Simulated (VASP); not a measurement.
# NaI (Fm-3m) in VASP: a series of runs

The runs below take NaI through single point, with PBEsol.

Everything below comes from runs of VASP 6.6.1. Logs are shortened: lines on timing, memory, paths and dates and some standing lists are left out, and cuts for length are marked.

### 1 The cell of the first run

The structure is cubic, space group Fm-3m (No. 225). Conventional cell: a = 6.473 Å, b = 6.473 Å, c = 6.473 Å, α = 90.00°, β = 90.00°, γ = 90.00°. Na (site symmetry m-3m) has 6 I at 3.24 Å within 4.3 Å. I (site symmetry m-3m) has 6 Na at 3.24 Å within 4.3 Å.

### 2 Single point, PBEsol

Input file INCAR:

```
  ALGO = Normal
  EDIFF = 1E-6
  ENCUT = 500
  GGA = PS
  GGA_COMPAT = F
  ISIF = 2
  ISMEAR = 0
  LASPH = T
  LCHARG = T
  LELF = T
  LREAL = F
  LVHAR = T
  LWAVE = F
  NBANDS = 14
  NELM = 120
  PREC = Accurate
  SIGMA = 0.01
```

Input file KPOINTS:

```
k-points
0
Gamma
  5 5 5
```

Input file POSCAR:

```
NaI
1.0
    0.0000000000      3.2364000000      3.2364000000
    3.2364000000      0.0000000000      3.2364000000
    3.2364000000      3.2364000000      0.0000000000
Na I
1 1
Direct
    0.0000000000      0.0000000000      0.0000000000
    0.5000000000      0.5000000000      0.5000000000
```

Potentials or basis: VASP PAW PBE potentials, release 64 (Na_pv, I).

Launch:

```bash
$ cat potpaw_PBE.64/Na_pv/POTCAR potpaw_PBE.64/I/POTCAR > POTCAR
$ mpirun -np 1 vasp_std > vasp.out
```

OUTCAR:

```text
EDIFF = 1E-6
   ENCUT = 500
   GGA = PS
   ISIF = 2
   ISMEAR = 0
   LASPH = T
   LREAL = F
   NELM = 120
   PREC = Accurate

 ion  position               nearest neighbor table
   1  0.000  0.000  0.000-
   2  0.500  0.500  0.500-

  LATTYP: Found a face centered cubic cell.
 ALAT       =     6.4728000000

  Lattice vectors:

 A1 = (   0.0000000000,   3.2364000000,   3.2364000000)
 A2 = (   3.2364000000,   0.0000000000,   3.2364000000)
 A3 = (   3.2364000000,   3.2364000000,   0.0000000000)

Analysis of symmetry for initial positions (statically):
=====================================================================
 Subroutine PRICEL returns:
 Original cell was already a primitive cell.

 Routine SETGRP: Setting up the symmetry group for a
 face centered cubic supercell.

 Subroutine GETGRP returns: Found 48 space group operations
 (whereof 48 operations were pure point group operations)
 out of a pool of 48 trial point group operations.

The static configuration has the point symmetry O_h .

Analysis of symmetry for dynamics (positions and initial velocities):
=====================================================================
 Subroutine PRICEL returns:
 Original cell was already a primitive cell.

 Routine SETGRP: Setting up the symmetry group for a
 face centered cubic supercell.

 Subroutine GETGRP returns: Found 48 space group operations
 (whereof 48 operations were pure point group operations)
 out of a pool of 48 trial point group operations.

The dynamic configuration has the point symmetry O_h .

 Subroutine INISYM returns: Found 48 space group operations
 (whereof 48 operations are pure point group operations),
 and found     1 'primitive' translations

----------------------------------------------------------------------------------------

                                     Primitive cell

  volume of cell :      67.7980

  direct lattice vectors                    reciprocal lattice vectors
     0.000000000  3.236400000  3.236400000    -0.154492646  0.154492646  0.154492646
     3.236400000  0.000000000  3.236400000     0.154492646 -0.154492646  0.154492646
     3.236400000  3.236400000  0.000000000     0.154492646  0.154492646 -0.154492646

  length of vectors
     4.576960773  4.576960773  4.576960773     0.267589113  0.267589113  0.267589113

  position of ions in fractional coordinates (direct lattice)
     0.000000000  0.000000000  0.000000000
     0.500000000  0.500000000  0.500000000

[... 71 lines left out ...]
   PSTRESS=    0.0 pullay stress
   NELECT =      14.0000    total number of electrons
   NUPDOWN=      -1.0000    fix difference up-down
   EMIN   =  10.00;   EMAX   =-10.00  energy-range for DOS
   EFERMI =   0.00;   METHOD = LEGACY
   ISMEAR =     0;   SIGMA  =   0.01  broadening in eV -4-tet -1-fermi 0-gaus
   EFERMI_NEDOS =   21; number of points for ismear=-14 and -15
   IALGO  =     38    algorithm
   IMIX   =      4    mixing-type and parameters
     AMIX     =   0.40;   BMIX     =  1.00
     AMIX_MAG =   1.60;   BMIX_MAG =  1.00
  volume/ion in A,a.u.               =      33.90       228.76
  Fermi-wavevector in a.u.,A,eV,Ry     =   0.967636  1.828567 12.739397  0.936319
  Thomas-Fermi vector in A             =   2.097538
   LORBIT       =      0    0 simple, 1 ext, 2 COOP (PROOUT), +10 PAW based schemes
   GGA     = PS    functional components
   LHFCALC =     F    Hartree Fock is set to
   AEXX    =    0.0000 exact exchange contribution
   IVDW    =     0    specifies the selected vdW correction
   LEPSILON=     F    determine dielectric tensor
   LRPA    =     F    only Hartree local field effects (RPA)
 non-spin polarized calculation
 Gauss-broadening in eV      SIGMA  =   0.01
  energy-cutoff  :      500.00
  volume of cell :       67.80
 maximum number of plane-waves:      1759
 NGX is ok and might be reduce to    36
   NGX = 17   NGY = 17   NGZ = 17

 number of electron      13.9999993 magnetization

 Free energy of the ion-electron system (eV)
  ---------------------------------------------------
  ext. energy  EPLUGINS =         0.00000000
  ---------------------------------------------------
  free energy    TOTEN  =        -5.66587995 eV

  energy without entropy =       -5.66587995  energy(sigma->0) =       -5.66587995

 E-fermi :   0.8459     XC(G=0):  -7.8445

 val. band max:        0.7182796642   @ k =   0.0000   0.0000   0.0000
 cond. band min:       4.2239286250   @ k =   0.0000   0.0000   0.0000
 fundamental gap:      3.5056489608
 Fermi energy:         0.8459371731

 k-point     1 :       0.0000    0.0000    0.0000
  band No.  band energies     occupation
      1     -21.5283      2.00000
      2     -21.5283      2.00000
      3     -21.5283      2.00000
      4     -10.3384      2.00000
      5       0.7183      2.00000
      6       0.7183      2.00000
      7       0.7183      2.00000
      8       4.2239      0.00000
      9       8.5635      0.00000
     10       8.5635      0.00000
     11       8.5635      0.00000
     12      10.4346      0.00000
     13      10.4346      0.00000
     14      10.9544      0.00000
[... 139 lines left out ...]
      1     -21.5320      2.00000
      2     -21.5307      2.00000
      3     -21.5297      2.00000
      4      -9.9603      2.00000
      5      -0.9708      2.00000
      6      -0.4569      2.00000
      7      -0.0061      2.00000
      8       6.5131      0.00000
      9       7.5336      0.00000
     10       7.8241      0.00000
     11       9.5837      0.00000
     12      11.5791      0.00000
     13      12.0054      0.00000
     14      14.2567      0.00000

------------------------ aborting loop because EDIFF is reached ----------------------------------------

  FORCE on cell =-STRESS in cart. coord.  units (eV):
  Direction    XX          YY          ZZ          XY          YZ          ZX
  --------------------------------------------------------------------------------------
  -------------------------------------------------------------------------------------
  Total       -0.1999841     -0.1999841     -0.1999841      0.0000000      0.0000000     -0.0000000
  in kB       -4.7259532     -4.7259532     -4.7259532      0.0000000      0.0000000     -0.0000000
  external PRESSURE =      -4.7259532 kB  Pullay stress =       0.0000000 kB

 VOLUME and BASIS-vectors are now :
 -----------------------------------------------------------------------------
  energy-cutoff  :      500.00
  volume of cell :       67.80
      direct lattice vectors                 reciprocal lattice vectors
     0.000000000  3.236400000  3.236400000    -0.154492646  0.154492646  0.154492646
     3.236400000  0.000000000  3.236400000     0.154492646 -0.154492646  0.154492646
     3.236400000  3.236400000  0.000000000     0.154492646  0.154492646 -0.154492646

 POSITION                                       TOTAL-FORCE (eV/Angst)
 -----------------------------------------------------------------------------------
      0.00000      0.00000      0.00000        -0.000000     -0.000000     -0.000000
      3.23640      3.23640      3.23640         0.000000      0.000000      0.000000
 -----------------------------------------------------------------------------------
    total drift:                                0.000000      0.000000      0.000000

  FREE ENERGIE OF THE ION-ELECTRON SYSTEM (eV)
  ---------------------------------------------------
  free  energy   TOTEN  =        -5.6658799544 eV

  energy  without entropy=       -5.6658799544  energy(sigma->0) =       -5.66587995
```

It took 9.1 s on 1 thread of Intel Xeon Platinum 8488C (Sapphire Rapids), shared host; peak memory 0.2 GiB.

What came out:

```
Free energy            : -5.6659 eV
Pressure               : -0.5 GPa
Band gap on the k mesh : 3.51 eV, direct
```

Caveat: the PAW data sets were made with another functional, which shifts forces and pressure a little; spin-orbit coupling is left out, which moves the levels of the heavy elements.

### 3 Single point, PBEsol

Input file INCAR:

```
SYSTEM = NaI
ALGO = Normal
EDIFF = 1E-6
ENCUT = 500
GGA = PS
GGA_COMPAT = .FALSE.
ISIF = 2
ISMEAR = 0
LASPH = .TRUE.
LCHARG = .FALSE.
LREAL = .FALSE.
LWAVE = .FALSE.
NBANDS = 14
NELM = 120
PREC = Accurate
SIGMA = 0.01
```

Input file KPOINTS:

```
k-points
0
G
  5 5 5
  0 0 0
```

POSCAR is that of step 2.

Potentials or basis: VASP PAW PBE potentials, release 64 (Na_pv, I).

Launch:

```bash
$ cat potpaw_PBE.64/Na_pv/POTCAR potpaw_PBE.64/I/POTCAR > POTCAR
$ mpirun -np 1 vasp_std > vasp.out
```

OUTCAR:

```text
SYSTEM = NaI
   EDIFF = 1E-6
   ENCUT = 500
   GGA = PS
   ISIF = 2
   ISMEAR = 0
   LASPH = .TRUE.
   LREAL = .FALSE.
   NELM = 120
   PREC = Accurate

 ion  position               nearest neighbor table
   1  0.000  0.000  0.000-
   2  0.500  0.500  0.500-

  LATTYP: Found a face centered cubic cell.
 ALAT       =     6.4728000000

  Lattice vectors:

 A1 = (   0.0000000000,   3.2364000000,   3.2364000000)
 A2 = (   3.2364000000,   0.0000000000,   3.2364000000)
 A3 = (   3.2364000000,   3.2364000000,   0.0000000000)

Analysis of symmetry for initial positions (statically):
=====================================================================
 Subroutine PRICEL returns:
 Original cell was already a primitive cell.

 Routine SETGRP: Setting up the symmetry group for a
 face centered cubic supercell.

 Subroutine GETGRP returns: Found 48 space group operations
 (whereof 48 operations were pure point group operations)
 out of a pool of 48 trial point group operations.

The static configuration has the point symmetry O_h .

Analysis of symmetry for dynamics (positions and initial velocities):
[... 156 lines left out ...]
      3     -21.5283      2.00000
      4     -10.3384      2.00000
      5       0.7183      2.00000
      6       0.7183      2.00000
      7       0.7183      2.00000
      8       4.2239      0.00000
      9       8.5635      0.00000
     10       8.5635      0.00000
     11       8.5635      0.00000
     12      10.4346      0.00000
     13      10.4346      0.00000
     14      10.9544      0.00000
[... 139 lines left out ...]
      1     -21.5320      2.00000
      2     -21.5307      2.00000
      3     -21.5297      2.00000
      4      -9.9603      2.00000
      5      -0.9708      2.00000
      6      -0.4569      2.00000
      7      -0.0061      2.00000
      8       6.5131      0.00000
      9       7.5336      0.00000
     10       7.8241      0.00000
     11       9.5837      0.00000
     12      11.5791      0.00000
     13      12.0054      0.00000
     14      14.2567      0.00000

------------------------ aborting loop because EDIFF is reached ----------------------------------------

  FORCE on cell =-STRESS in cart. coord.  units (eV):
  Direction    XX          YY          ZZ          XY          YZ          ZX
  --------------------------------------------------------------------------------------
  -------------------------------------------------------------------------------------
  Total       -0.1999841     -0.1999841     -0.1999841      0.0000000      0.0000000     -0.0000000
  in kB       -4.7259532     -4.7259532     -4.7259532      0.0000000      0.0000000     -0.0000000
  external PRESSURE =      -4.7259532 kB  Pullay stress =       0.0000000 kB

 VOLUME and BASIS-vectors are now :
 -----------------------------------------------------------------------------
  energy-cutoff  :      500.00
  volume of cell :       67.80
      direct lattice vectors                 reciprocal lattice vectors
     0.000000000  3.236400000  3.236400000    -0.154492646  0.154492646  0.154492646
     3.236400000  0.000000000  3.236400000     0.154492646 -0.154492646  0.154492646
     3.236400000  3.236400000  0.000000000     0.154492646  0.154492646 -0.154492646

 POSITION                                       TOTAL-FORCE (eV/Angst)
 -----------------------------------------------------------------------------------
      0.00000      0.00000      0.00000        -0.000000     -0.000000     -0.000000
      3.23640      3.23640      3.23640         0.000000      0.000000      0.000000
 -----------------------------------------------------------------------------------
    total drift:                                0.000000      0.000000      0.000000

  FREE ENERGIE OF THE ION-ELECTRON SYSTEM (eV)
  ---------------------------------------------------
  free  energy   TOTEN  =        -5.6658799544 eV

  energy  without entropy=       -5.6658799544  energy(sigma->0) =       -5.66587995
```

Wall time 9.2 s (1 thread of Intel Xeon Platinum 8488C (Sapphire Rapids), shared host); peak memory 0.2 GiB.

Results:

```yaml
Free_energy: -5.6659 eV
Pressure: -0.5 GPa
Band_gap_on_the_k_mesh: 3.51 eV, direct
```

Caveat: the PAW data sets were made with another functional, which shifts forces and pressure a little; spin-orbit coupling is left out, which moves the levels of the heavy elements. A hybrid or GW would open this gap; PBEsol tends to underestimate it.
